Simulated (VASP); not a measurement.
# V2N3 (P-3m1) in VASP: single point with r2SCAN

Aim: the single point of V2N3 with r2SCAN.

Everything below comes from runs of VASP 6.6.1. Logs are shortened: lines on timing, memory, paths and dates and some standing lists are left out, and cuts for length are marked.

### Step 1. The cell of the first run

The structure is trigonal, space group P-3m1 (No. 164). The conventional cell has a = 2.806 Å, b = 2.806 Å, c = 6.217 Å, α = 90.00°, β = 90.00°, γ = 120.00°. V (site symmetry 3m) has 6 N at 2.01 to 2.05 Å within 2.7 Å. N (site symmetry -3m) has 6 V at 2.05 Å and 2 N at 2.44 Å within 2.7 Å. N (site symmetry 3m) has 1 N at 1.34 Å within 1.8 Å.

### Step 2. Single point, r2SCAN, collinear spin, ferromagnetic start

The input, POSCAR:

```
V2N3
1.0
    2.8063982889      0.0000000000      0.0000000000
   -1.4031991445      2.4304122113      0.0000000000
    0.0000000000      0.0000000000      6.2168573531
V N
2 3
Direct
    0.6666666667      0.3333333333      0.2991167044
    0.3333333333      0.6666666667      0.7008832956
    0.0000000000      0.0000000000      0.5000000000
    0.0000000000      0.0000000000      0.1079273777
    0.0000000000      0.0000000000      0.8920726223
```

The input, INCAR.step1:

```
SYSTEM = V2N3
  ALGO = Normal
  EDIFF = 1E-4
  ENCUT = 520
  GGA = PE
  ISMEAR = 0
  ISPIN = 2
  LASPH = .TRUE.
  LCHARG = .FALSE.
  LMAXMIX = 4
  LREAL = .FALSE.
  LWAVE = .TRUE.
  MAGMOM = 0.41 0.41 0 0 0
  NBANDS = 32
  NELM = 150
  PREC = Accurate
  SIGMA = 0.1
```

The input, INCAR.step2:

```
SYSTEM = V2N3
  ALGO = Normal
  EDIFF = 1E-7
  ENCUT = 520
  ISIF = 2
  ISMEAR = 0
  ISPIN = 2
  ISTART = 1
  LASPH = .TRUE.
  LCHARG = .FALSE.
  LMAXMIX = 4
  LMIXTAU = .TRUE.
  LORBIT = 11
  LREAL = .FALSE.
  LWAVE = .FALSE.
  MAGMOM = 0.41 0.41 0 0 0
  METAGGA = R2SCAN
  NBANDS = 32
  NELM = 150
  PREC = Accurate
  SIGMA = 0.1
```

The input, KPOINTS:

```
k-points
0
G
  12 12 4
  0 0 0
```

Potentials or basis: VASP PAW PBE potentials, release 64 (V_sv, N).

Command:

```console
$ cat potpaw_PBE.64/V_sv/POTCAR potpaw_PBE.64/N/POTCAR > POTCAR
$ cp INCAR.step1 INCAR
$ mpirun -np 1 vasp_std > vasp.out
$ cp INCAR.step2 INCAR
$ mpirun -np 1 vasp_std > vasp.out
```

OUTCAR:

```text
SYSTEM = V2N3
   EDIFF = 1E-7
   ENCUT = 520
   ISIF = 2
   ISMEAR = 0
   ISPIN = 2
   ISTART = 1
   LASPH = .TRUE.
   LORBIT = 11
   LREAL = .FALSE.
   METAGGA = R2SCAN
   NELM = 150
   PREC = Accurate

 ion  position               nearest neighbor table
   1  0.667  0.333  0.299-   4 2.01   4 2.01   4 2.01   3 2.05   3 2.05   3 2.05
   2  0.333  0.667  0.701-   5 2.01   5 2.01   5 2.01   3 2.05   3 2.05   3 2.05
   3  0.000  0.000  0.500-   1 2.05   2 2.05   1 2.05   2 2.05   1 2.05   2 2.05
   4  0.000  0.000  0.108-   5 1.34   1 2.01   1 2.01   1 2.01
   5  0.000  0.000  0.892-   4 1.34   2 2.01   2 2.01   2 2.01

  LATTYP: Found a hexagonal cell.
 ALAT       =     2.8063982889
 C/A-ratio  =     2.2152441361

  Lattice vectors:

 A1 = (   2.8063982889,   0.0000000000,   0.0000000000)
 A2 = (  -1.4031991445,   2.4304122113,   0.0000000000)
 A3 = (   0.0000000000,   0.0000000000,   6.2168573531)

Analysis of symmetry for initial positions (statically):
=====================================================================
 Subroutine PRICEL returns:
 Original cell was already a primitive cell.

 Routine SETGRP: Setting up the symmetry group for a
 hexagonal supercell.

 Subroutine GETGRP returns: Found 12 space group operations
 (whereof 12 operations were pure point group operations)
 out of a pool of 24 trial point group operations.

The static configuration has the point symmetry D_3d.

Analysis of symmetry for dynamics (positions and initial velocities):
=====================================================================
 Subroutine PRICEL returns:
 Original cell was already a primitive cell.

 Routine SETGRP: Setting up the symmetry group for a
 hexagonal supercell.

 Subroutine GETGRP returns: Found 12 space group operations
 (whereof 12 operations were pure point group operations)
 out of a pool of 24 trial point group operations.

The dynamic configuration has the point symmetry D_3d.

Analysis of structural, dynamic, and magnetic symmetry:
=====================================================================
 Subroutine PRICEL returns:
 Original cell was already a primitive cell.

 Routine SETGRP: Setting up the symmetry group for a
 hexagonal supercell.

 Subroutine GETGRP returns: Found 12 space group operations
 (whereof 12 operations were pure point group operations)
 out of a pool of 24 trial point group operations.

The overall configuration has the point symmetry D_3d.

 Subroutine INISYM returns: Found 12 space group operations
 (whereof 12 operations are pure point group operations),
 and found     1 'primitive' translations

----------------------------------------------------------------------------------------

                                     Primitive cell

  volume of cell :      42.4033

  direct lattice vectors                    reciprocal lattice vectors
     2.806398289  0.000000000  0.000000000     0.356328610  0.205726419  0.000000000
    -1.403199145  2.430412211  0.000000000     0.000000000  0.411452837  0.000000000
     0.000000000  0.000000000  6.216857353     0.000000000  0.000000000  0.160852975

  length of vectors
     2.806398289  2.806398289  6.216857353     0.411452837  0.411452837  0.160852975

  position of ions in fractional coordinates (direct lattice)
     0.666666667  0.333333333  0.299116704
     0.333333333  0.666666667  0.700883296
     0.000000000  0.000000000  0.500000000
     0.000000000  0.000000000  0.107927378
     0.000000000  0.000000000  0.892072622

  ion indices of the primitive-cell ions
   primitive index   ion index
                 1           1
                 2           2
                 3           3
                 4           4
                 5           5

----------------------------------------------------------------------------------------

 KPOINTS: k-points

Automatic generation of k-mesh.
 Grid dimensions read from file:
 generate k-points for:   12   12    4

 Generating k-lattice:

  Cartesian coordinates                     Fractional coordinates (reciprocal lattice)
     0.029694051  0.017143868  0.000000000     0.083333333 -0.000000000  0.000000000
     0.000000000  0.034287736  0.000000000     0.000000000  0.083333333  0.000000000
     0.000000000  0.000000000  0.040213244     0.000000000  0.000000000  0.250000000

  Length of vectors
     0.034287736  0.034287736  0.040213244

  Shift w.r.t. Gamma in fractional coordinates (k-lattice)
     0.000000000  0.000000000  0.000000000

 Subroutine IBZKPT returns following result:
 ===========================================

 Found     69 irreducible k-points:

 Following reciprocal coordinates:
            Coordinates               Weight
  0.000000  0.000000  0.000000      1.000000
  0.083333  0.000000  0.000000      6.000000
  0.166667  0.000000  0.000000      6.000000
  0.250000 -0.000000  0.000000      6.000000
  0.333333 -0.000000  0.000000      6.000000
  0.416667 -0.000000  0.000000      6.000000
[... 16 lines left out ...]
  0.166667  0.000000  0.250000      6.000000
  0.000000  0.166667  0.250000      6.000000
 [... further k-points ...]
   k-points           NKPTS =     69   k-points in BZ     NKDIM =     69   number of bands    NBANDS=     32
   number of dos      NEDOS =    301   number of ions     NIONS =      5
   total plane-waves  NPLWV =  27648
   dimension x,y,z NGX =    24 NGY =   24 NGZ =   48
   dimension x,y,z NGXF=    48 NGYF=   48 NGZF=   96
   ions per type =               2   3
   NGX,Y,Z   is equivalent  to a cutoff of  14.22, 14.22, 12.84 a.u.
   NGXF,Y,Z  is equivalent  to a cutoff of  28.43, 28.43, 25.67 a.u.
 SYSTEM =  V2N3
   PREC   = accura    normal or accurate (medium, high low for compatibility)
   ISTART =      1    job   : 0-new  1-cont  2-samecut
   ICHARG =      0    charge: 1-file 2-atom 10-const
   ISPIN  =      2    spin polarized calculation?
   LNONCOLLINEAR =      F non collinear calculations
   LSORBIT =      F    spin-orbit coupling
   LASPH  =      T    aspherical Exc in radial PAW
   ENCUT  =  520.0 eV  38.22 Ry    6.18 a.u.   5.22  5.22 11.56*2*pi/ulx,y,z
   NELM   =    150;   NELMIN=  2; NELMDL=  0     # of ELM steps
   EDIFF  = 0.1E-06   stopping-criterion for ELM
   LREAL  =      F    real-space projection
   EDIFFG = 0.1E-05   stopping-criterion for IOM
   NSW    =      0    number of steps for IOM
   IBRION =     -1    ionic relax: 0-MD 1-quasi-New 2-CG
   NFREE  =      0    steps in history (QN), initial steepest desc. (CG)
   ISIF   =      2    stress and relaxation
   ISYM   =      2    0-nonsym 1-usesym 2-fastsym
   POTIM  = 0.5000    time-step for ionic-motion
   TEBEG  =    0.0;   TEEND  =   0.0 temperature during run
   PSTRESS=    0.0 pullay stress
   NELECT =      41.0000    total number of electrons
   NUPDOWN=      -1.0000    fix difference up-down
   EMIN   =  10.00;   EMAX   =-10.00  energy-range for DOS
   EFERMI =   0.00;   METHOD = LEGACY
   ISMEAR =     0;   SIGMA  =   0.10  broadening in eV -4-tet -1-fermi 0-gaus
   EFERMI_NEDOS =   21; number of points for ismear=-14 and -15
   IALGO  =     38    algorithm
   IMIX   =      4    mixing-type and parameters
     AMIX     =   0.40;   BMIX     =  1.00
     AMIX_MAG =   1.60;   BMIX_MAG =  1.00
  volume/ion in A,a.u.               =       8.48        57.23
  Fermi-wavevector in a.u.,A,eV,Ry     =   1.618836  3.059156 35.655816  2.620629
  Thomas-Fermi vector in A             =   2.713034
   LORBIT       =     11    0 simple, 1 ext, 2 COOP (PROOUT), +10 PAW based schemes
   METAGGA = R2SCAN    functional components
   LHFCALC =     F    Hartree Fock is set to
   AEXX    =    0.0000 exact exchange contribution
   IVDW    =     0    specifies the selected vdW correction
   LEPSILON=     F    determine dielectric tensor
   LRPA    =     F    only Hartree local field effects (RPA)
 spin polarized calculation
 Gauss-broadening in eV      SIGMA  =   0.10
  energy-cutoff  :      520.00
  volume of cell :       42.40
 maximum number of plane-waves:      1167
 NGX is ok and might be reduce to    24
   NGX = 11   NGY = 11   NGZ = 23

 number of electron      40.9999993 magnetization       0.0118995

 Free energy of the ion-electron system (eV)
  ---------------------------------------------------
  ext. energy  EPLUGINS =         0.00000000
  ---------------------------------------------------
  free energy    TOTEN  =       -60.33468347 eV

  energy without entropy =      -60.32274832  energy(sigma->0) =      -60.32871590

 E-fermi :  10.1204     XC(G=0): -14.2232

 val. band max:       10.1185929833   @ k =  -0.0833   0.4167   0.2500
 cond. band min:      10.1215815226   @ k =   0.2500   0.2500   0.0000
 fundamental gap:      0.0029885393
 Fermi energy:        10.1204392620

 spin component 1

 k-point     1 :       0.0000    0.0000    0.0000
  band No.  band energies     occupation
      1     -57.2683      1.00000
      2     -57.2382      1.00000
      3     -30.0777      1.00000
      4     -29.8266      1.00000
      5     -29.7969      1.00000
      6     -29.7969      1.00000
[... 24 lines left out ...]
     31      19.6111      0.00000
     32      19.9135      0.00000

 k-point     2 :       0.0833    0.0000    0.0000
  band No.  band energies     occupation
      1     -57.2627      1.00000
      2     -57.2335      1.00000
      3     -30.0669      1.00000
      4     -29.8448      1.00000
      5     -29.8196      1.00000
      6     -29.8100      1.00000
[... 24 lines left out ...]
     31      20.0620      0.00000
     32      20.2178      0.00000
[... 733 lines left out ...]
     31      19.8135      0.00000
     32      21.5934      0.00000

 k-point    24 :       0.0000    0.1667    0.2500
  band No.  band energies     occupation
      1     -57.2470      1.00000
      2     -57.2209      1.00000
      3     -30.0357      1.00000
      4     -29.9384      1.00000
      5     -29.9098      1.00000
      6     -29.8317      1.00000
[... 24 lines left out ...]
     31      19.6812      0.00000
     32      21.6153      0.00000

 [... further k-points ...]

 spin component 2

 k-point     1 :       0.0000    0.0000    0.0000
  band No.  band energies     occupation
      1     -57.2609      1.00000
      2     -57.2307      1.00000
      3     -30.0693      1.00000
      4     -29.8179      1.00000
      5     -29.7900      1.00000
      6     -29.7900      1.00000
[... 24 lines left out ...]
     31      19.6127      0.00000
     32      19.9199      0.00000

 k-point     2 :       0.0833    0.0000    0.0000
  band No.  band energies     occupation
      1     -57.2552      1.00000
      2     -57.2260      1.00000
      3     -30.0585      1.00000
      4     -29.8373      1.00000
      5     -29.8125      1.00000
      6     -29.8021      1.00000
[... 24 lines left out ...]
     31      20.0636      0.00000
     32      20.2243      0.00000
[... 733 lines left out ...]
     31      19.8175      0.00000
     32      21.5942      0.00000

 k-point    24 :       0.0000    0.1667    0.2500
  band No.  band energies     occupation
      1     -57.2396      1.00000
      2     -57.2134      1.00000
      3     -30.0273      1.00000
      4     -29.9314      1.00000
      5     -29.9028      1.00000
      6     -29.8248      1.00000
[... 24 lines left out ...]
     31      19.6853      0.00000
     32      21.6160      0.00000

 [... further k-points ...]

------------------------ aborting loop because EDIFF is reached ----------------------------------------

  FORCE on cell =-STRESS in cart. coord.  units (eV):
  Direction    XX          YY          ZZ          XY          YZ          ZX
  --------------------------------------------------------------------------------------
  -------------------------------------------------------------------------------------
  Total       -0.1692100     -0.1692100      0.3924058      0.0000000      0.0000000      0.0000000
  in kB       -6.3934679     -6.3934679     14.8267473      0.0000000      0.0000000      0.0000000
  external PRESSURE =       0.6799372 kB  Pullay stress =       0.0000000 kB

 VOLUME and BASIS-vectors are now :
 -----------------------------------------------------------------------------
  energy-cutoff  :      520.00
  volume of cell :       42.40
      direct lattice vectors                 reciprocal lattice vectors
     2.806398289  0.000000000  0.000000000     0.356328610  0.205726419  0.000000000
    -1.403199145  2.430412211  0.000000000     0.000000000  0.411452837  0.000000000
     0.000000000  0.000000000  6.216857353     0.000000000  0.000000000  0.160852975

 POSITION                                       TOTAL-FORCE (eV/Angst)
 -----------------------------------------------------------------------------------
      1.40320      0.81014      1.85957         0.000000      0.000000      0.393547
     -0.00000      1.62027      4.35729        -0.000000      0.000000     -0.393547
      0.00000      0.00000      3.10843         0.000000      0.000000      0.000000
      0.00000      0.00000      0.67097        -0.000000     -0.000000     -0.132754
      0.00000      0.00000      5.54589        -0.000000      0.000000      0.132754
 -----------------------------------------------------------------------------------
    total drift:                                0.000000     -0.000000     -0.000000

  FREE ENERGIE OF THE ION-ELECTRON SYSTEM (eV)
  ---------------------------------------------------
  free  energy   TOTEN  =       -60.3346834704 eV

  energy  without entropy=      -60.3227483198  energy(sigma->0) =      -60.32871590

 total charge

# of ion       s       p       d       tot
------------------------------------------
    1        2.257   6.311   3.146  11.714
    2        2.257   6.311   3.146  11.714
    3        1.262   2.561   0.000   3.823
    4        1.259   2.566   0.000   3.825
    5        1.259   2.566   0.000   3.825
--------------------------------------------------
tot          8.294  20.314   6.292  34.900

 magnetization (x)

# of ion       s       p       d       tot
------------------------------------------
    1        0.000   0.000   0.006   0.006
    2        0.000   0.000   0.006   0.006
    3       -0.000   0.000   0.000   0.000
    4       -0.000  -0.000   0.000  -0.000
    5       -0.000  -0.000   0.000  -0.000
--------------------------------------------------
tot          0.000  -0.001   0.012   0.011
```

Run time: 4.3 min. Hardware: 1 thread of Intel Xeon 6975P-C (Granite Rapids), shared host; peak memory 0.28 GiB.

What came out:

| Quantity | Value |
| --- | --- |
| Free energy | -60.3347 eV |
| Pressure | 0.1 GPa |
| Largest force | 0.394 eV/Å |
| Net moment | 0.01 μB per cell |
| Valence electrons inside the program's atomic spheres | V 11.71; N 3.82, 3.83 |

Forces on the atoms (eV/Å):
```
V    0.000  0.000  0.394
V    0.000  0.000 -0.394
N    0.000  0.000  0.000
N    0.000  0.000 -0.133
N    0.000  0.000  0.133
```

Levels at points of the mesh, in eV from the Fermi level:
Spin up:
| k point | band 17 | band 18 | band 19 | band 20 | band 21 | band 22 | band 23 | band 24 |
| --- | --- | --- | --- | --- | --- | --- | --- | --- |
| (0.00, 0.00, 0.00) | -3.74 | -2.21 | -2.21 | -0.47 | 0.52 | 0.52 | 1.01 | 2.20 |
| (0.50, 0.00, 0.00) | -3.99 | -3.49 | -1.53 | -1.15 | 0.20 | 1.86 | 2.08 | 2.42 |
| (0.00, 0.00, 0.50) | -3.42 | -1.43 | -1.39 | -1.39 | 0.31 | 0.31 | 1.04 | 1.52 |
| (0.50, 0.00, 0.50) | -4.77 | -2.20 | -1.94 | -0.83 | 0.31 | 1.82 | 2.24 | 2.49 |
Spin down:
```
           k point  band 18  band 19  band 20  band 21  band 22  band 23
(0.00, 0.00, 0.00)    -2.20    -2.20    -0.46     0.52     0.52     1.02
(0.50, 0.00, 0.00)    -3.49    -1.53    -1.14     0.21     1.87     2.09
(0.00, 0.00, 0.50)    -1.41    -1.38    -1.38     0.32     0.32     1.05
(0.50, 0.00, 0.50)    -2.19    -1.94    -0.83     0.32     1.83     2.25
```

Caveat: the PAW data sets were made with another functional, which shifts forces and pressure a little.
